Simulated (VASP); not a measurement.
# Tl (P6_3/mmc) in VASP: notebook

The runs below take Tl through single point, with PBE.

Program: VASP 6.6.1. These are calculated values, not measurements. Logs are shortened: lines on timing, memory, paths and dates and some standing lists are left out, and cuts for length are marked.

## 1. The cell of the first run

It takes space group P6_3/mmc (No. 194, hexagonal). Conventional cell: a = 3.590 Å, b = 3.590 Å, c = 5.642 Å, α = 90.00°, β = 90.00°, γ = 120.00°. Tl (site symmetry -6m2) has 12 Tl at 3.50 to 3.59 Å within 4.6 Å.

## 2. Single point, PBE

Input file INCAR:

```
PREC = Accurate
ENCUT = 520
EDIFF = 1E-7
ISMEAR = -1
SIGMA = 0.1
LREAL = F
LASPH = T
NELM = 80
ALGO = Normal
ISIF = 2
LWAVE = F
LCHARG = F
GGA = PE
NBANDS = 20
```

Input file KPOINTS:

```
regular mesh
0
Gamma
  17 17 9
```

Input file POSCAR:

```
Tl
1.0
    3.5902820628      0.0000000000      0.0000000000
   -1.7951410314      3.1092754731      0.0000000000
    0.0000000000      0.0000000000      5.6419406004
Tl
2
Direct
    0.3333333333      0.6666666667      0.2500000000
    0.6666666667      0.3333333333      0.7500000000
```

Potentials or basis: VASP PAW PBE potentials, release 64 (Tl_d).

The run is started by

```console
cat potpaw_PBE.64/Tl_d/POTCAR > POTCAR
mpirun -np 1 vasp_std > vasp.out
```

OUTCAR:

```text
PREC = Accurate
   ENCUT = 520
   EDIFF = 1E-7
   ISMEAR = -1
   LREAL = F
   LASPH = T
   NELM = 80
   ISIF = 2
   GGA = PE

 ion  position               nearest neighbor table
   1  0.333  0.667  0.250-   2 3.50   2 3.50   2 3.50   2 3.50   2 3.50   2 3.50
   2  0.667  0.333  0.750-   1 3.50   1 3.50   1 3.50   1 3.50   1 3.50   1 3.50

  LATTYP: Found a hexagonal cell.
 ALAT       =     3.5902820628
 C/A-ratio  =     1.5714477308

  Lattice vectors:

 A1 = (   3.5902820628,   0.0000000000,   0.0000000000)
 A2 = (  -1.7951410314,   3.1092754731,   0.0000000000)
 A3 = (   0.0000000000,   0.0000000000,   5.6419406004)

Analysis of symmetry for initial positions (statically):
=====================================================================
 Subroutine PRICEL returns:
 Original cell was already a primitive cell.

 Routine SETGRP: Setting up the symmetry group for a
 hexagonal supercell.

 Subroutine GETGRP returns: Found 24 space group operations
 (whereof 12 operations were pure point group operations)
 out of a pool of 24 trial point group operations.

The static configuration has the point symmetry D_3d.
 The point group associated with its full space group is D_6h.

Analysis of symmetry for dynamics (positions and initial velocities):
=====================================================================
 Subroutine PRICEL returns:
 Original cell was already a primitive cell.

 Routine SETGRP: Setting up the symmetry group for a
 hexagonal supercell.

 Subroutine GETGRP returns: Found 24 space group operations
 (whereof 12 operations were pure point group operations)
 out of a pool of 24 trial point group operations.

The dynamic configuration has the point symmetry D_3d.
 The point group associated with its full space group is D_6h.

 Subroutine INISYM returns: Found 24 space group operations
 (whereof 12 operations are pure point group operations),
 and found     1 'primitive' translations

----------------------------------------------------------------------------------------

                                     Primitive cell

  volume of cell :      62.9820

  direct lattice vectors                    reciprocal lattice vectors
     3.590282063  0.000000000  0.000000000     0.278529648  0.160809167  0.000000000
    -1.795141031  3.109275473  0.000000000     0.000000000  0.321618335  0.000000000
     0.000000000  0.000000000  5.641940600     0.000000000  0.000000000  0.177243979

  length of vectors
     3.590282063  3.590282063  5.641940600     0.321618335  0.321618335  0.177243979

  position of ions in fractional coordinates (direct lattice)
     0.333333333  0.666666667  0.250000000
     0.666666667  0.333333333  0.750000000

  ion indices of the primitive-cell ions
   primitive index   ion index
                 1           1
                 2           2

----------------------------------------------------------------------------------------

 KPOINTS: regular mesh

Automatic generation of k-mesh.
 Grid dimensions read from file:
 generate k-points for:   17   17    9

 Generating k-lattice:

  Cartesian coordinates                     Fractional coordinates (reciprocal lattice)
     0.016384097  0.009459363  0.000000000     0.058823529  0.000000000  0.000000000
     0.000000000  0.018918726  0.000000000     0.000000000  0.058823529  0.000000000
     0.000000000  0.000000000  0.019693775     0.000000000  0.000000000  0.111111111

  Length of vectors
     0.018918726  0.018918726  0.019693775

  Shift w.r.t. Gamma in fractional coordinates (k-lattice)
     0.000000000  0.000000000  0.000000000

 Subroutine IBZKPT returns following result:
 ===========================================

 Found    165 irreducible k-points:

 Following reciprocal coordinates:
            Coordinates               Weight
  0.000000  0.000000  0.000000      1.000000
  0.058824 -0.000000  0.000000      6.000000
  0.117647  0.000000  0.000000      6.000000
  0.176471 -0.000000  0.000000      6.000000
  0.235294  0.000000  0.000000      6.000000
  0.294118  0.000000  0.000000      6.000000
[... 16 lines left out ...]
  0.411765  0.117647  0.000000     12.000000
  0.176471  0.176471  0.000000      6.000000
 [... further k-points ...]
   k-points           NKPTS =    165   k-points in BZ     NKDIM =    165   number of bands    NBANDS=     20
   number of dos      NEDOS =    301   number of ions     NIONS =      2
   total plane-waves  NPLWV =  32928
   dimension x,y,z NGX =    28 NGY =   28 NGZ =   42
   dimension x,y,z NGXF=    56 NGYF=   56 NGZF=   84
   ions per type =               2
   NGX,Y,Z   is equivalent  to a cutoff of  12.97, 12.97, 12.38 a.u.
   NGXF,Y,Z  is equivalent  to a cutoff of  25.93, 25.93, 24.75 a.u.
 SYSTEM =  unknown system
   PREC   = accura    normal or accurate (medium, high low for compatibility)
   ISTART =      0    job   : 0-new  1-cont  2-samecut
   ICHARG =      2    charge: 1-file 2-atom 10-const
   ISPIN  =      1    spin polarized calculation?
   LNONCOLLINEAR =      F non collinear calculations
   LSORBIT =      F    spin-orbit coupling
   LASPH  =      T    aspherical Exc in radial PAW
   ENCUT  =  520.0 eV  38.22 Ry    6.18 a.u.   6.68  6.68 10.49*2*pi/ulx,y,z
   NELM   =     80;   NELMIN=  2; NELMDL= -5     # of ELM steps
   EDIFF  = 0.1E-06   stopping-criterion for ELM
   LREAL  =      F    real-space projection
   EDIFFG = 0.1E-05   stopping-criterion for IOM
   NSW    =      0    number of steps for IOM
   IBRION =     -1    ionic relax: 0-MD 1-quasi-New 2-CG
   NFREE  =      0    steps in history (QN), initial steepest desc. (CG)
   ISIF   =      2    stress and relaxation
   ISYM   =      2    0-nonsym 1-usesym 2-fastsym
   POTIM  = 0.5000    time-step for ionic-motion
   TEBEG  =    0.0;   TEEND  =   0.0 temperature during run
   PSTRESS=    0.0 pullay stress
   NELECT =      26.0000    total number of electrons
   NUPDOWN=      -1.0000    fix difference up-down
   EMIN   =  10.00;   EMAX   =-10.00  energy-range for DOS
   EFERMI =   0.00;   METHOD = LEGACY
   ISMEAR =    -1;   SIGMA  =   0.10  broadening in eV -4-tet -1-fermi 0-gaus
   EFERMI_NEDOS =   21; number of points for ismear=-14 and -15
   IALGO  =     38    algorithm
   IMIX   =      4    mixing-type and parameters
     AMIX     =   0.40;   BMIX     =  1.00
     AMIX_MAG =   1.60;   BMIX_MAG =  1.00
  volume/ion in A,a.u.               =      31.49       212.51
  Fermi-wavevector in a.u.,A,eV,Ry     =   1.218972  2.303524 20.216810  1.485894
  Thomas-Fermi vector in A             =   2.354240
   LORBIT       =      0    0 simple, 1 ext, 2 COOP (PROOUT), +10 PAW based schemes
   GGA     = PE    functional components
   LHFCALC =     F    Hartree Fock is set to
   AEXX    =    0.0000 exact exchange contribution
   IVDW    =     0    specifies the selected vdW correction
   LEPSILON=     F    determine dielectric tensor
   LRPA    =     F    only Hartree local field effects (RPA)
 non-spin polarized calculation
  energy-cutoff  :      520.00
  volume of cell :       62.98
 maximum number of plane-waves:      1731
 NGX is ok and might be reduce to    28
   NGX = 13   NGY = 13   NGZ = 21

 number of electron      26.0000008 magnetization

 Free energy of the ion-electron system (eV)
  ---------------------------------------------------
  ext. energy  EPLUGINS =         0.00000000
  ---------------------------------------------------
  free energy    TOTEN  =        -4.46801294 eV

  energy without entropy =       -4.43575015  energy(sigma->0) =       -4.45188155

 E-fermi :   5.6302     XC(G=0):  -9.7159

 val. band max:        5.6036365449   @ k =   0.4118   0.1765   0.2222
 cond. band min:       5.6643151647   @ k =   0.2353   0.0000   0.2222
 fundamental gap:      0.0606786198
 Fermi energy:         5.6301556457

 k-point     1 :       0.0000    0.0000    0.0000
  band No.  band energies     occupation
      1      -6.0136      2.00000
      2      -5.8471      2.00000
      3      -5.8463      2.00000
      4      -5.8463      2.00000
      5      -5.8038      2.00000
      6      -5.8038      2.00000
[... 12 lines left out ...]
     19      15.6592      0.00000
     20      15.9866      0.00000

 k-point     2 :       0.0588   -0.0000    0.0000
  band No.  band energies     occupation
      1      -6.0056      2.00000
      2      -5.8704      2.00000
      3      -5.8351      2.00000
      4      -5.8205      2.00000
      5      -5.8036      2.00000
      6      -5.7933      2.00000
[... 12 lines left out ...]
     19      15.9656      0.00000
     20      16.1031      0.00000

 k-point     3 :       0.1176    0.0000    0.0000
  band No.  band energies     occupation
      1      -5.9903      2.00000
      2      -5.8882      2.00000
      3      -5.8070      2.00000
      4      -5.8027      2.00000
      5      -5.7979      2.00000
      6      -5.7940      2.00000
[... 12 lines left out ...]
     19      15.6367      0.00000
     20      16.8531      0.00000

 k-point     4 :       0.1765   -0.0000    0.0000
  band No.  band energies     occupation
      1      -5.9938      2.00000
      2      -5.8849      2.00000
      3      -5.8275      2.00000
      4      -5.8151      2.00000
      5      -5.8081      2.00000
      6      -5.7534      2.00000
[... 12 lines left out ...]
     19      14.9054      0.00000
     20      16.8983      0.00000

 k-point     5 :       0.2353    0.0000    0.0000
  band No.  band energies     occupation
      1      -6.0214      2.00000
      2      -5.8764      2.00000
      3      -5.8670      2.00000
      4      -5.8389      2.00000
      5      -5.7952      2.00000
      6      -5.6936      2.00000
[... 12 lines left out ...]
     19      14.5202      0.00000
     20      16.2985      0.00000
[... 353 lines left out ...]
      6      -5.6774      2.00000
[... 12 lines left out ...]
     19      14.2984      0.00000
     20      15.0305      0.00000

 k-point    22 :       0.3529    0.1176    0.0000
  band No.  band energies     occupation
      1      -6.0624      2.00000
      2      -6.0068      2.00000
      3      -5.8889      2.00000
      4      -5.8783      2.00000
      5      -5.7118      2.00000
      6      -5.6977      2.00000
[... 12 lines left out ...]
     19      14.0549      0.00000
     20      14.8661      0.00000

 k-point    23 :       0.4118    0.1176    0.0000
  band No.  band energies     occupation
      1      -6.0742      2.00000
      2      -6.0242      2.00000
      3      -5.8912      2.00000
      4      -5.8819      2.00000
      5      -5.7086      2.00000
      6      -5.6962      2.00000
[... 12 lines left out ...]
     19      13.9353      0.00000
     20      14.7833      0.00000

 k-point    24 :       0.1765    0.1765    0.0000
  band No.  band energies     occupation
      1      -5.9508      2.00000
      2      -5.9455      2.00000
      3      -5.9299      2.00000
      4      -5.8545      2.00000
      5      -5.7468      2.00000
      6      -5.6837      2.00000
[... 12 lines left out ...]
     19      14.3818      0.00000
     20      16.4355      0.00000

 [... further k-points ...]
[... 5 lines left out ...]
  --------------------------------------------------------------------------------------
  -------------------------------------------------------------------------------------
  Total       -0.0547378     -0.0547378      0.0306002      0.0000000      0.0000000      0.0000000
  in kB       -1.3924553     -1.3924553      0.7784294      0.0000000      0.0000000      0.0000000
  external PRESSURE =      -0.6688271 kB  Pullay stress =       0.0000000 kB

 VOLUME and BASIS-vectors are now :
 -----------------------------------------------------------------------------
  energy-cutoff  :      520.00
  volume of cell :       62.98
      direct lattice vectors                 reciprocal lattice vectors
     3.590282063  0.000000000  0.000000000     0.278529648  0.160809167  0.000000000
    -1.795141031  3.109275473  0.000000000     0.000000000  0.321618335  0.000000000
     0.000000000  0.000000000  5.641940600     0.000000000  0.000000000  0.177243979

 POSITION                                       TOTAL-FORCE (eV/Angst)
 -----------------------------------------------------------------------------------
     -0.00000      2.07285      1.41049        -0.000000     -0.000000      0.000000
      1.79514      1.03643      4.23146         0.000000      0.000000      0.000000
 -----------------------------------------------------------------------------------
    total drift:                               -0.000000      0.000000      0.000000

  FREE ENERGIE OF THE ION-ELECTRON SYSTEM (eV)
  ---------------------------------------------------
  free  energy   TOTEN  =        -4.4680129438 eV

  energy  without entropy=       -4.4357501487  energy(sigma->0) =       -4.45188155
```

It took 94 s on 1 thread of Intel Xeon Platinum 8488C (Sapphire Rapids), shared host; peak memory 0.29 GiB.

Results:

```yaml
Free_energy: -4.4680 eV
Pressure: -0.1 GPa
Band_gap_on_the_k_mesh: zero (bands 13 and 14 overlap by 4.23 eV)
```

Levels at points of the mesh, in eV from the Fermi level:
```tsv
k point	band 9	band 10	band 11	band 12	band 13	band 14	band 15	band 16	band 17	band 18
(0.00, 0.00, 0.00)	-11.12	-11.12	-9.44	-5.02	-2.43	7.14	7.14	9.07	9.07	9.91
```

Caveat: spin-orbit coupling is left out, which moves the levels of the heavy elements.

## 3. Single point, PBE

Input file INCAR:

```
SYSTEM = Tl
  PREC = Accurate
  ENCUT = 520
  EDIFF = 1E-6
  ISMEAR = -1
  SIGMA = 0.6
  LREAL = .FALSE.
  LASPH = .TRUE.
  NELM = 80
  ALGO = Normal
  ISIF = 2
  LWAVE = .FALSE.
  LCHARG = .TRUE.
  GGA = PE
  LELF = .TRUE.
  LVHAR = .TRUE.
  NBANDS = 20
```

Input file KPOINTS:

```
regular mesh
0
G
  10 10 6
  0 0 0
```

POSCAR is that of step 2.

Potentials or basis: VASP PAW PBE potentials, release 64 (Tl_d).

The run is started by

```console
cat potpaw_PBE.64/Tl_d/POTCAR > POTCAR
mpirun -np 1 vasp_std > vasp.out
```

Wall time 38 s (1 thread of Intel Xeon Platinum 8259CL at 2.50GHz (Skylake/Cascade Lake), shared host); peak memory 0.2 GiB.

It converged, with:

* Free energy: -5.0633 eV
* Pressure: 1.4 GPa
* Band gap on the k mesh: zero (bands 13 and 14 overlap by 5.27 eV)

Stress tensor (GPa, compression positive):
```
1.24 0.00 0.00
0.00 1.24 0.00
0.00 0.00 1.82
```

Levels at points of the mesh, in eV from the Fermi level:
```tsv
k point	band 10	band 11	band 12	band 13	band 14	band 15	band 16	band 17
(0.00, 0.00, 0.00)	-11.13	-9.46	-5.04	-2.45	7.12	7.12	9.05	9.05
(0.50, 0.00, 0.00)	-11.08	-5.80	-4.67	-0.75	0.60	1.30	3.53	3.58
(0.00, 0.00, 0.50)	-11.21	-8.14	-8.14	3.22	3.22	8.05	8.05	8.05
(0.50, 0.00, 0.50)	-11.11	-4.86	-4.86	-2.00	-2.00	5.08	5.08	5.72
```

Caveat: so wide a smearing shifts energies and pressures; spin-orbit coupling is left out, which moves the levels of the heavy elements.

(Continued in part 2 of 2.)
